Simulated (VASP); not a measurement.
# TiAl6 (P6/mmm) in VASP: notebook

TiAl6 is run at these levels: PBE; tasks: relaxation of cell and atoms, single point.

Program: VASP 6.6.1. These are calculated values, not measurements. Logs are shortened: lines on timing, memory, paths and dates and some standing lists are left out, and cuts for length are marked.

## 1. The cell of the first run

Symmetry: P6/mmm, No. 191, hexagonal system. Conventional cell: a = 7.663 Å, b = 7.663 Å, c = 2.886 Å, α = 90.00°, β = 90.00°, γ = 120.00°. Within 3.8 Å of Ti (site symmetry 6/mmm) lie 2 Ti at 2.89 Å and 12 Al at 2.93 Å. Within 3.4 Å of Al (site symmetry m2m) lie 5 Al at 2.55 to 2.89 Å and 2 Ti at 2.93 Å.

## 2. Relaxation of cell and atoms, PBE

INCAR reads:

```
PREC     = Accurate       # precision mode
ENCUT    = 600            # plane-wave cutoff, eV
EDIFF    = 1E-6           # SCF threshold, eV
ISMEAR   = 0              # smearing method
SIGMA    = 0.1            # smearing width, eV
LREAL    = False          # projectors in reciprocal space
LASPH    = True           # aspherical terms in the spheres
NELM     = 100            # most SCF steps
ALGO     = Normal         # electronic algorithm
ISIF     = 3              # what is computed and relaxed
LWAVE    = False          # write WAVECAR
LCHARG   = False          # write CHGCAR
GGA      = PE             # functional
IBRION   = 2              # ionic algorithm
NSW      = 100            # ionic steps
EDIFFG   = -0.01          # ionic threshold
```

KPOINTS reads:

```
regular mesh
0
Gamma
  6 6 14
```

POSCAR reads:

```
TiAl6
1.0
    7.6630782960      0.0000000000      0.0000000000
   -3.8315391480      6.6364204755      0.0000000000
    0.0000000000      0.0000000000      2.8864995801
Ti Al
1 6
Direct
    0.0000000000      0.0000000000      0.0000000000
    0.3329963923      0.0000000000      0.5000000000
    0.6670036077      0.0000000000      0.5000000000
    0.0000000000      0.3329963923      0.5000000000
    0.0000000000      0.6670036077      0.5000000000
    0.6670036077      0.6670036077      0.5000000000
    0.3329963923      0.3329963923      0.5000000000
```

Potentials or basis: VASP PAW PBE potentials, release 64 (Ti_sv, Al).

Launch:

```
cat potpaw_PBE.64/Ti_sv/POTCAR potpaw_PBE.64/Al/POTCAR > POTCAR
mpirun -np 1 vasp_std > vasp.out
```

OUTCAR:

```text
PREC = Accurate
   ENCUT = 600
   EDIFF = 1E-6
   ISMEAR = 0
   LREAL = False
   LASPH = True
   NELM = 100
   ISIF = 3
   GGA = PE
   IBRION = 2
   NSW = 100
   EDIFFG = -0.01

 ion  position               nearest neighbor table
   1  0.000  0.000  0.000-   4 2.93   5 2.93   6 2.93   7 2.93   4 2.93   5 2.93   6 2.93   7 2.93
                             2 2.93   3 2.93   2 2.93   3 2.93
   2  0.333  0.000  0.500-   5 2.55   7 2.55   3 2.56   1 2.93   1 2.93
   3  0.667  0.000  0.500-   4 2.55   6 2.55   2 2.56   1 2.93   1 2.93
   4  0.000  0.333  0.500-   3 2.55   7 2.55   5 2.56   1 2.93   1 2.93
   5  0.000  0.667  0.500-   2 2.55   6 2.55   4 2.56   1 2.93   1 2.93
   6  0.667  0.667  0.500-   3 2.55   5 2.55   7 2.56   1 2.93   1 2.93
   7  0.333  0.333  0.500-   2 2.55   4 2.55   6 2.56   1 2.93   1 2.93

  LATTYP: Found a hexagonal cell.
 ALAT       =     7.6630782960
 C/A-ratio  =     0.3766762479

  Lattice vectors:

 A1 = (   7.6630782960,   0.0000000000,   0.0000000000)
 A2 = (  -3.8315391480,   6.6364204755,   0.0000000000)
 A3 = (   0.0000000000,   0.0000000000,   2.8864995801)

Analysis of symmetry for initial positions (statically):
=====================================================================
 Subroutine PRICEL returns:
 Original cell was already a primitive cell.

 Routine SETGRP: Setting up the symmetry group for a
 hexagonal supercell.

 Subroutine GETGRP returns: Found 24 space group operations
 (whereof 24 operations were pure point group operations)
 out of a pool of 24 trial point group operations.

The static configuration has the point symmetry D_6h.

Analysis of symmetry for dynamics (positions and initial velocities):
=====================================================================
 Subroutine PRICEL returns:
 Original cell was already a primitive cell.

 Routine SETGRP: Setting up the symmetry group for a
 hexagonal supercell.

 Subroutine GETGRP returns: Found 24 space group operations
 (whereof 24 operations were pure point group operations)
 out of a pool of 24 trial point group operations.

The dynamic configuration has the point symmetry D_6h.

 Subroutine INISYM returns: Found 24 space group operations
 (whereof 24 operations are pure point group operations),
 and found     1 'primitive' translations

----------------------------------------------------------------------------------------

                                     Primitive cell

  volume of cell :     146.7941

  direct lattice vectors                    reciprocal lattice vectors
     7.663078296  0.000000000  0.000000000     0.130495861  0.075341820  0.000000000
    -3.831539148  6.636420475  0.000000000     0.000000000  0.150683641  0.000000000
     0.000000000  0.000000000  2.886499580     0.000000000  0.000000000  0.346440376

  length of vectors
     7.663078296  7.663078296  2.886499580     0.150683641  0.150683641  0.346440376

  position of ions in fractional coordinates (direct lattice)
     0.000000000  0.000000000  0.000000000
     0.332996392  0.000000000  0.500000000
     0.667003608  0.000000000  0.500000000
     0.000000000  0.332996392  0.500000000
     0.000000000  0.667003608  0.500000000
     0.667003608  0.667003608  0.500000000
     0.332996392  0.332996392  0.500000000

  ion indices of the primitive-cell ions
   primitive index   ion index
                 1           1
                 2           2
                 3           3
                 4           4
                 5           5
                 6           6
                 7           7

----------------------------------------------------------------------------------------

 KPOINTS: regular mesh

Automatic generation of k-mesh.
 Grid dimensions read from file:
 generate k-points for:    6    6   14

 Generating k-lattice:

  Cartesian coordinates                     Fractional coordinates (reciprocal lattice)
     0.021749310  0.012556970  0.000000000     0.166666667  0.000000000  0.000000000
     0.000000000  0.025113940  0.000000000     0.000000000  0.166666667  0.000000000
     0.000000000  0.000000000  0.024745741     0.000000000  0.000000000  0.071428571

  Length of vectors
     0.025113940  0.025113940  0.024745741

  Shift w.r.t. Gamma in fractional coordinates (k-lattice)
     0.000000000  0.000000000  0.000000000

 Subroutine IBZKPT returns following result:
 ===========================================

 Found     56 irreducible k-points:

 Following reciprocal coordinates:
            Coordinates               Weight
  0.000000  0.000000  0.000000      1.000000
  0.166667 -0.000000  0.000000      6.000000
  0.333333 -0.000000  0.000000      6.000000
  0.500000  0.000000  0.000000      3.000000
  0.166667  0.166667  0.000000      6.000000
  0.333333  0.166667  0.000000     12.000000
[... 16 lines left out ...]
  0.166667 -0.000000  0.214286     12.000000
  0.333333 -0.000000  0.214286     12.000000
 [... further k-points ...]
   k-points           NKPTS =     56   k-points in BZ     NKDIM =     56   number of bands    NBANDS=     19
   number of dos      NEDOS =    301   number of ions     NIONS =      7
   total plane-waves  NPLWV =  98304
   dimension x,y,z NGX =    64 NGY =   64 NGZ =   24
   dimension x,y,z NGXF=   128 NGYF=  128 NGZF=   48
   ions per type =               1   6
   NGX,Y,Z   is equivalent  to a cutoff of  13.88, 13.88, 13.82 a.u.
   NGXF,Y,Z  is equivalent  to a cutoff of  27.77, 27.77, 27.65 a.u.
 SYSTEM =  unknown system
   PREC   = accura    normal or accurate (medium, high low for compatibility)
   ISTART =      0    job   : 0-new  1-cont  2-samecut
   ICHARG =      2    charge: 1-file 2-atom 10-const
   ISPIN  =      1    spin polarized calculation?
   LNONCOLLINEAR =      F non collinear calculations
   LSORBIT =      F    spin-orbit coupling
   LASPH  =      T    aspherical Exc in radial PAW
   ENCUT  =  600.0 eV  44.10 Ry    6.64 a.u.  15.31 15.31  5.77*2*pi/ulx,y,z
   NELM   =    100;   NELMIN=  2; NELMDL= -5     # of ELM steps
   EDIFF  = 0.1E-05   stopping-criterion for ELM
   LREAL  =      F    real-space projection
   EDIFFG = -.1E-01   stopping-criterion for IOM
   NSW    =    100    number of steps for IOM
   IBRION =      2    ionic relax: 0-MD 1-quasi-New 2-CG
   NFREE  =      1    steps in history (QN), initial steepest desc. (CG)
   ISIF   =      3    stress and relaxation
   ISYM   =      2    0-nonsym 1-usesym 2-fastsym
   POTIM  = 0.5000    time-step for ionic-motion
   TEBEG  =    0.0;   TEEND  =   0.0 temperature during run
   PSTRESS=    0.0 pullay stress
   NELECT =      30.0000    total number of electrons
   NUPDOWN=      -1.0000    fix difference up-down
   EMIN   =  10.00;   EMAX   =-10.00  energy-range for DOS
   EFERMI =   0.00;   METHOD = LEGACY
   ISMEAR =     0;   SIGMA  =   0.10  broadening in eV -4-tet -1-fermi 0-gaus
   EFERMI_NEDOS =   21; number of points for ismear=-14 and -15
   IALGO  =     38    algorithm
   IMIX   =      4    mixing-type and parameters
     AMIX     =   0.40;   BMIX     =  1.00
     AMIX_MAG =   1.60;   BMIX_MAG =  1.00
  volume/ion in A,a.u.               =      20.97       141.52
  Fermi-wavevector in a.u.,A,eV,Ry     =   0.964300  1.822264 12.651722  0.929875
  Thomas-Fermi vector in A             =   2.093920
   LORBIT       =      0    0 simple, 1 ext, 2 COOP (PROOUT), +10 PAW based schemes
   GGA     = PE    functional components
   LHFCALC =     F    Hartree Fock is set to
   AEXX    =    0.0000 exact exchange contribution
   IVDW    =     0    specifies the selected vdW correction
   LEPSILON=     F    determine dielectric tensor
   LRPA    =     F    only Hartree local field effects (RPA)
 conjugate gradient relaxation of ions
 non-spin polarized calculation
 Gauss-broadening in eV      SIGMA  =   0.10
  energy-cutoff  :      600.00
  volume of cell :      146.79
 maximum number of plane-waves:      4931
 NGX is ok and might be reduce to    64
   NGX = 31   NGY = 31   NGZ = 11

--------------------------------------- Ionic step        1  -------------------------------------------

 number of electron      30.0000003 magnetization

 Free energy of the ion-electron system (eV)
  ---------------------------------------------------
  ext. energy  EPLUGINS =         0.00000000
  ---------------------------------------------------
  free energy    TOTEN  =       -29.25477358 eV

  energy without entropy =      -29.23592886  energy(sigma->0) =      -29.24535122

------------------------ aborting loop because EDIFF is reached ----------------------------------------

  FORCE on cell =-STRESS in cart. coord.  units (eV):
  Direction    XX          YY          ZZ          XY          YZ          ZX
  --------------------------------------------------------------------------------------
  -------------------------------------------------------------------------------------
  Total        0.2196036      0.2196036     -0.9370962     -0.0000000      0.0000000      0.0000000
  in kB        2.3968533      2.3968533    -10.2278911     -0.0000000      0.0000000      0.0000000
  external PRESSURE =      -1.8113948 kB  Pullay stress =       0.0000000 kB
[... 108 lines left out ...]
  energy  without entropy=      -29.2421402803  energy(sigma->0) =      -29.25166257

--------------------------------------- Ionic step        4  -------------------------------------------

 number of electron      30.0000001 magnetization

 Free energy of the ion-electron system (eV)
  ---------------------------------------------------
  ext. energy  EPLUGINS =         0.00000000
  ---------------------------------------------------
  free energy    TOTEN  =       -29.26124400 eV

  energy without entropy =      -29.24225368  energy(sigma->0) =      -29.25174884

 E-fermi :   5.5409     XC(G=0):  -9.3035

 val. band max:        5.5366320672   @ k =   0.3333  -0.0000   0.4286
 cond. band min:       5.5443636313   @ k =   0.3333  -0.0000   0.2857
 fundamental gap:      0.0077315640
 Fermi energy:         5.5409319812

 k-point     1 :       0.0000    0.0000    0.0000
  band No.  band energies     occupation
      1     -51.4038      2.00000
      2     -27.7603      2.00000
      3     -27.7603      2.00000
      4     -27.2755      2.00000
      5      -3.7868      2.00000
      6      -1.2673      2.00000
[... 11 lines left out ...]
     18       7.3187      0.00000
     19       7.3187      0.00000
[... 489 lines left out ...]
      3     -27.7412      2.00000
      4     -27.4373      2.00000
      5      -2.6357      2.00000
      6      -1.6175      2.00000
[... 11 lines left out ...]
     18       6.7046      0.00000
     19       7.7590      0.00000

 [... further k-points ...]
[... 5 lines left out ...]
  --------------------------------------------------------------------------------------
  -------------------------------------------------------------------------------------
  Total        0.0406835      0.0406835      0.0331708      0.0000000      0.0000000      0.0000000
  in kB        0.4471605      0.4471605      0.3645872      0.0000000      0.0000000      0.0000000
  external PRESSURE =       0.4196361 kB  Pullay stress =       0.0000000 kB
[... 22 lines left out ...]
  FREE ENERGIE OF THE ION-ELECTRON SYSTEM (eV)
  ---------------------------------------------------
  free  energy   TOTEN  =       -29.2612440000 eV

  energy  without entropy=      -29.2422536838  energy(sigma->0) =      -29.25174884

 reached required accuracy - stopping structural energy minimisation
```

Run time: 4.9 min. Hardware: 1 thread of Intel Xeon Platinum 8488C (Sapphire Rapids), shared host; peak memory 0.43 GiB.

Results:

```
Free energy                            : -29.2612 eV
Relaxed volume                         : 20.82 Å³/atom
Relaxed cell                           : a = 7.674 Å, b = 7.674 Å, c = 2.858 Å, α = 90.00°, β = 90.00°, γ = 120.00°
Space group after relaxing (to 0.05 Å) : P6/mmm (No. 191)
Energy gained by relaxing              : 0.9 meV/atom
Ionic steps                            : 4
Pressure after relaxing                : 0.0 GPa
Band gap on the k mesh                 : zero (band 15 reaches 6.23 eV, above the bottom of band 16 at 4.80 eV)
```

Forces on the atoms (eV/Å):
```
Ti   0.000  0.000  0.000
Al   0.002  0.000  0.000
Al  -0.002  0.000  0.000
Al  -0.001  0.002  0.000
Al   0.001 -0.002  0.000
Al  -0.001 -0.002  0.000
Al   0.001  0.002  0.000
```

The path:
```tsv
step	energy change (eV)	largest force (eV/Å)	pressure (GPa)	volume (Å³)
1	0.0000	0.0892	-0.18	146.79
2	-0.0058	0.0256	-0.13	146.29
3	-0.0064	0.0011	-0.10	146.07
4	-0.0065	0.0022	0.04	145.77
```

Final structure:
```yaml
crystal:
  lattice:
    - [7.67369, 0.00000, 0.00000]
    - [-3.83685, 6.64561, 0.00000]
    - [0.00000, 0.00000, 2.85842]
  atoms:
    - { symbol: Ti, position: [0.00000, 0.00000, 0.00000] }
    - { symbol: Al, position: [0.33380, 0.00000, 0.50000] }
    - { symbol: Al, position: [0.66620, 0.00000, 0.50000] }
    - { symbol: Al, position: [0.00000, 0.33380, 0.50000] }
    - { symbol: Al, position: [0.00000, 0.66620, 0.50000] }
    - { symbol: Al, position: [0.66620, 0.66620, 0.50000] }
    - { symbol: Al, position: [0.33380, 0.33380, 0.50000] }
```

[end of part 1 of 2]
